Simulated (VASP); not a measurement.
# SnO2 (P4_2/mnm) in VASP: a series of runs

The runs below take SnO2 through single point, with PBE.

Everything below comes from runs of VASP 6.6.1. Logs are shortened: lines on timing, memory, paths and dates and some standing lists are left out, and cuts for length are marked.

## (1) The cell of the first run

It takes space group P4_2/mnm (No. 136, tetragonal). Conventional cell: a = 4.728 Å, b = 4.728 Å, c = 3.172 Å, α = 90.00°, β = 90.00°, γ = 90.00°. Within 2.7 Å of Sn (site symmetry mmm) lie 6 O at 2.05 Å. O (site symmetry m2m) has 3 Sn at 2.05 Å and 1 O at 2.59 Å within 2.7 Å.

## (2) Single point, PBE (11.82 Å³/atom)

INCAR

```
PREC = Accurate ; ENCUT = 520
EDIFF = 1E-7 ; ISMEAR = 0
SIGMA = 0.01 ; LREAL = F
LASPH = T ; NELM = 80
ALGO = Normal ; ISIF = 2
LWAVE = F ; LCHARG = F
GGA = PE ; NBANDS = 35
```

KPOINTS

```
Automatic mesh
0
Gamma
  4 4 6
```

POSCAR

```
SnO2
1.0
    4.7284068930      0.0000000000      0.0000000000
    0.0000000000      4.7284068930      0.0000000000
    0.0000000000      0.0000000000      3.1721152638
Sn O
2 4
Direct
    0.0000000000      0.0000000000      0.0000000000
    0.5000000000      0.5000000000      0.5000000000
    0.3065716164      0.3065716164      0.0000000000
    0.1934283836      0.8065716164      0.5000000000
    0.6934283836      0.6934283836      0.0000000000
    0.8065716164      0.1934283836      0.5000000000
```

Potentials or basis: VASP PAW PBE potentials, release 64 (Sn_d, O).

On the command line:

```bash
$ cat potpaw_PBE.64/Sn_d/POTCAR potpaw_PBE.64/O/POTCAR > POTCAR
$ mpirun -np 1 vasp_std > vasp.out
```

OUTCAR:

```text
PREC = Accurate
   ENCUT = 520
   EDIFF = 1E-7
   ISMEAR = 0
   LREAL = F
   LASPH = T
   NELM = 80
   ISIF = 2
   GGA = PE

 ion  position               nearest neighbor table
   1  0.000  0.000  0.000-   4 2.05   6 2.05   4 2.05   6 2.05   5 2.05   3 2.05   2 3.70   2 3.70
                             2 3.70   2 3.70   2 3.70   2 3.70   2 3.70   2 3.70
   2  0.500  0.500  0.500-   3 2.05   5 2.05   3 2.05   5 2.05   4 2.05   6 2.05   1 3.70   1 3.70
                             1 3.70   1 3.70   1 3.70   1 3.70   1 3.70   1 3.70
   3  0.307  0.307  0.000-   2 2.05   2 2.05   1 2.05
   4  0.193  0.807  0.500-   1 2.05   1 2.05   2 2.05
   5  0.693  0.693  0.000-   2 2.05   2 2.05   1 2.05
   6  0.807  0.193  0.500-   1 2.05   1 2.05   2 2.05

  LATTYP: Found a simple tetragonal cell.
 ALAT       =     4.7284068930
 C/A-ratio  =     0.6708634294

  Lattice vectors:

 A1 = (   4.7284068930,   0.0000000000,   0.0000000000)
 A2 = (   0.0000000000,   4.7284068930,   0.0000000000)
 A3 = (   0.0000000000,   0.0000000000,   3.1721152638)

Analysis of symmetry for initial positions (statically):
=====================================================================
 Subroutine PRICEL returns:
 Original cell was already a primitive cell.

 Routine SETGRP: Setting up the symmetry group for a
 simple tetragonal supercell.

 Subroutine GETGRP returns: Found 16 space group operations
 (whereof  8 operations were pure point group operations)
 out of a pool of 16 trial point group operations.

The static configuration has the point symmetry D_2h.
 The point group associated with its full space group is D_4h.

Analysis of symmetry for dynamics (positions and initial velocities):
=====================================================================
 Subroutine PRICEL returns:
 Original cell was already a primitive cell.

 Routine SETGRP: Setting up the symmetry group for a
 simple tetragonal supercell.

 Subroutine GETGRP returns: Found 16 space group operations
 (whereof  8 operations were pure point group operations)
 out of a pool of 16 trial point group operations.

The dynamic configuration has the point symmetry D_2h.
 The point group associated with its full space group is D_4h.

 Subroutine INISYM returns: Found 16 space group operations
 (whereof  8 operations are pure point group operations),
 and found     1 'primitive' translations

----------------------------------------------------------------------------------------

                                     Primitive cell

  volume of cell :      70.9216
[... 101 lines left out ...]
   NFREE  =      0    steps in history (QN), initial steepest desc. (CG)
   ISIF   =      2    stress and relaxation
   ISYM   =      2    0-nonsym 1-usesym 2-fastsym
   POTIM  = 0.5000    time-step for ionic-motion
   TEBEG  =    0.0;   TEEND  =   0.0 temperature during run
   PSTRESS=    0.0 pullay stress
   NELECT =      52.0000    total number of electrons
   NUPDOWN=      -1.0000    fix difference up-down
   EMIN   =  10.00;   EMAX   =-10.00  energy-range for DOS
   EFERMI =   0.00;   METHOD = LEGACY
   ISMEAR =     0;   SIGMA  =   0.01  broadening in eV -4-tet -1-fermi 0-gaus
   EFERMI_NEDOS =   21; number of points for ismear=-14 and -15
   IALGO  =     38    algorithm
   IMIX   =      4    mixing-type and parameters
     AMIX     =   0.40;   BMIX     =  1.00
     AMIX_MAG =   1.60;   BMIX_MAG =  1.00
  volume/ion in A,a.u.               =      11.82        79.77
  Fermi-wavevector in a.u.,A,eV,Ry     =   1.476215  2.789643 29.649978  2.179212
  Thomas-Fermi vector in A             =   2.590769
   LORBIT       =      0    0 simple, 1 ext, 2 COOP (PROOUT), +10 PAW based schemes
   GGA     = PE    functional components
   LHFCALC =     F    Hartree Fock is set to
   AEXX    =    0.0000 exact exchange contribution
   IVDW    =     0    specifies the selected vdW correction
   LEPSILON=     F    determine dielectric tensor
   LRPA    =     F    only Hartree local field effects (RPA)
 non-spin polarized calculation
 Gauss-broadening in eV      SIGMA  =   0.01
  energy-cutoff  :      520.00
  volume of cell :       70.92
 maximum number of plane-waves:      1931
 NGX is ok and might be reduce to    36
   NGX = 17   NGY = 17   NGZ = 11

 number of electron      51.9999984 magnetization

 Free energy of the ion-electron system (eV)
  ---------------------------------------------------
  ext. energy  EPLUGINS =         0.00000000
  ---------------------------------------------------
  free energy    TOTEN  =       -37.10968303 eV

  energy without entropy =      -37.10968303  energy(sigma->0) =      -37.10968303

 E-fermi :   6.3536     XC(G=0): -11.3027

 val. band max:        6.2460187848   @ k =   0.0000   0.0000   0.0000
 cond. band min:       7.6158855991   @ k =   0.0000   0.0000   0.0000
 fundamental gap:      1.3698668143
 Fermi energy:         6.3535978793

 k-point     1 :       0.0000    0.0000    0.0000
  band No.  band energies     occupation
      1     -14.8815      2.00000
      2     -14.0831      2.00000
      3     -13.7842      2.00000
      4     -13.7608      2.00000
      5     -13.7608      2.00000
      6     -13.6819      2.00000
[... 901 lines left out ...]
     34      17.5349      0.00000
     35      19.4656      0.00000

------------------------ aborting loop because EDIFF is reached ----------------------------------------

  FORCE on cell =-STRESS in cart. coord.  units (eV):
  Direction    XX          YY          ZZ          XY          YZ          ZX
  --------------------------------------------------------------------------------------
  -------------------------------------------------------------------------------------
  Total        5.4921942      5.4921942      7.3797012     -0.0000000      0.0000000      0.0000000
  in kB      124.0731539    124.0731539    166.7134808     -0.0000000      0.0000000      0.0000000
  external PRESSURE =     138.2865962 kB  Pullay stress =       0.0000000 kB

 VOLUME and BASIS-vectors are now :
 -----------------------------------------------------------------------------
  energy-cutoff  :      520.00
  volume of cell :       70.92
      direct lattice vectors                 reciprocal lattice vectors
     4.728406893  0.000000000  0.000000000     0.211487721  0.000000000  0.000000000
     0.000000000  4.728406893  0.000000000     0.000000000  0.211487721  0.000000000
     0.000000000  0.000000000  3.172115264     0.000000000  0.000000000  0.315247057

 POSITION                                       TOTAL-FORCE (eV/Angst)
 -----------------------------------------------------------------------------------
      0.00000      0.00000      0.00000         0.000000      0.000000      0.000000
      2.36420      2.36420      1.58606         0.000000      0.000000      0.000000
      1.44960      1.44960      0.00000        -0.180300     -0.180300     -0.000000
      0.91461      3.81380      1.58606         0.180300     -0.180300     -0.000000
      3.27881      3.27881      0.00000         0.180300      0.180300      0.000000
      3.81380      0.91461      1.58606        -0.180300      0.180300      0.000000
 -----------------------------------------------------------------------------------
    total drift:                                0.000000      0.000000      0.000000

  FREE ENERGIE OF THE ION-ELECTRON SYSTEM (eV)
  ---------------------------------------------------
  free  energy   TOTEN  =       -37.1096830279 eV

  energy  without entropy=      -37.1096830279  energy(sigma->0) =      -37.10968303
```

OSZICAR:

```text
N       E                     dE             d eps       ncg     rms          rms(c)
DAV:   1     0.636586148548E+03    0.63659E+03   -0.25581E+04  1875   0.234E+03
DAV:   2     0.602773000435E+02   -0.57631E+03   -0.54382E+03  1776   0.623E+02
DAV:   3    -0.380477048407E+02   -0.98325E+02   -0.96733E+02  1785   0.211E+02
DAV:   4    -0.432533525194E+02   -0.52056E+01   -0.51636E+01  2172   0.524E+01
DAV:   5    -0.433848731467E+02   -0.13152E+00   -0.13134E+00  2071   0.876E+00    0.162E+01
DAV:   6    -0.370185053663E+02    0.63664E+01   -0.17551E+01  2620   0.635E+01    0.634E+00
DAV:   7    -0.371369639123E+02   -0.11846E+00   -0.20419E+00  1909   0.795E+00    0.325E+00
DAV:   8    -0.371154199292E+02    0.21544E-01   -0.15736E-01  2434   0.429E+00    0.760E-01
DAV:   9    -0.371089271577E+02    0.64928E-02   -0.33825E-02  2725   0.304E+00    0.132E-01
DAV:  10    -0.371095572756E+02   -0.63012E-03   -0.37388E-03  1999   0.443E-01    0.615E-02
DAV:  11    -0.371096852966E+02   -0.12802E-03   -0.20577E-04  2184   0.104E-01    0.132E-02
DAV:  12    -0.371096839958E+02    0.13007E-05   -0.11578E-05  2213   0.272E-02    0.671E-03
DAV:  13    -0.371096831180E+02    0.87786E-06   -0.29965E-06  2346   0.350E-02    0.180E-03
DAV:  14    -0.371096830279E+02    0.90070E-07   -0.60465E-07  2030   0.614E-03
   1 F= -.37109683E+02 E0= -.37109683E+02  d E =-.321453E-54
```

It took 1.7 min on 1 thread of AMD EPYC 7R13, shared host; peak memory 0.17 GiB.

Results:

```
Free energy            : -37.1097 eV
Pressure               : 13.8 GPa
Largest force          : 0.255 eV/Å
Band gap on the k mesh : 1.37 eV
```

Forces on the atoms (eV/Å):
```
Sn   0.000  0.000  0.000
Sn   0.000  0.000  0.000
O   -0.180 -0.180  0.000
O    0.180 -0.180  0.000
O    0.180  0.180  0.000
O   -0.180  0.180  0.000
```

Stress tensor (GPa, compression positive):
```
12.41  0.00  0.00
 0.00 12.41  0.00
 0.00  0.00 16.67
```

Levels at points of the mesh, in eV from the valence-band top:
```csv
k point,band 23,band 24,band 25,band 26,band 27,band 28,band 29,band 30
"(0.00, 0.00, 0.00)",-1.22,-0.79,-0.79,0.00,1.37,6.27,6.41,6.41
"(0.50, 0.00, 0.00)",-1.18,-1.18,-0.64,-0.64,4.54,4.54,7.17,7.17
"(0.50, 0.50, 0.00)",-1.30,-1.30,-0.92,-0.92,4.96,4.96,7.61,7.61
"(0.00, 0.00, 0.50)",-1.68,-1.68,-1.27,-1.27,6.32,6.32,9.83,9.83
"(0.50, 0.00, 0.50)",-1.12,-1.12,-0.70,-0.70,6.60,6.60,8.13,8.13
"(0.50, 0.50, 0.50)",-0.98,-0.98,-0.85,-0.85,4.98,4.98,8.94,8.94
```

Caveat: the cell stands under pressure; spin-orbit coupling is left out, which moves the levels of the heavy elements.

## (3) Single point, PBE (12.20 Å³/atom)

This run uses another cell than the first one, of 12.20 Å³/atom.

INCAR

```
PREC = Accurate ; ENCUT = 520
EDIFF = 1E-6 ; ISMEAR = 0
SIGMA = 0.01 ; LREAL = False
LASPH = True ; NELM = 60
ALGO = Normal ; ISIF = 2
LWAVE = False ; LCHARG = False
GGA = PE ; NBANDS = 35
```

KPOINTS

```
regular mesh
0
Gamma
  4 4 6
```

Edit POSCAR of step 2 so:

```diff
@@ -2,5 +2,5 @@
 1.0
-    4.7284068930      0.0000000000      0.0000000000
-    0.0000000000      4.7284068930      0.0000000000
-    0.0000000000      0.0000000000      3.1721152638
+    4.7781832551      0.0000000000      0.0000000000
+    0.0000000000      4.7781832551      0.0000000000
+    0.0000000000      0.0000000000      3.2055084048
 Sn O
```

Potentials or basis: VASP PAW PBE potentials, release 64 (Sn_d, O).

On the command line:

```bash
$ cat potpaw_PBE.64/Sn_d/POTCAR potpaw_PBE.64/O/POTCAR > POTCAR
$ mpirun -np 1 vasp_std > vasp.out
```

Run time: 99 s. Hardware: 1 thread of AMD EPYC 7R13, shared host; peak memory 0.17 GiB.

Results (log left out):

| Quantity | Value |
| --- | --- |
| Free energy | -37.2563 eV |
| Pressure | 6.6 GPa |
| Largest force | 0.128 eV/Å |
| Band gap on the k mesh | 1.01 eV |

Forces on the atoms (eV/Å):
```
Sn   0.000  0.000  0.000
Sn   0.000  0.000  0.000
O   -0.091 -0.091  0.000
O    0.091 -0.091  0.000
O    0.091  0.091  0.000
O   -0.091  0.091  0.000
```

Stress tensor (GPa, compression positive):
```
5.95 0.00 0.00
0.00 5.95 0.00
0.00 0.00 8.05
```

Levels at points of the mesh, in eV from the valence-band top:
```
           k point  band 23  band 24  band 25  band 26  band 27  band 28  band 29  band 30
(0.00, 0.00, 0.00)    -1.24    -0.77    -0.77     0.00     1.01     5.98     6.23     6.23
(0.50, 0.00, 0.00)    -1.20    -1.20    -0.62    -0.62     4.20     4.20     6.98     6.98
(0.50, 0.50, 0.00)    -1.32    -1.32    -0.88    -0.88     4.60     4.60     7.37     7.37
(0.00, 0.00, 0.50)    -1.60    -1.60    -1.23    -1.23     5.94     5.94     9.59     9.59
(0.50, 0.00, 0.50)    -1.07    -1.07    -0.73    -0.73     6.21     6.21     7.86     7.86
(0.50, 0.50, 0.50)    -0.95    -0.95    -0.82    -0.82     4.65     4.65     8.78     8.78
```

Caveat: the cell stands under pressure; spin-orbit coupling is left out, which moves the levels of the heavy elements. Expect the measured gap to be larger: semilocal functionals such as PBE lack the derivative discontinuity.

(Continued in part 2 of 2.)
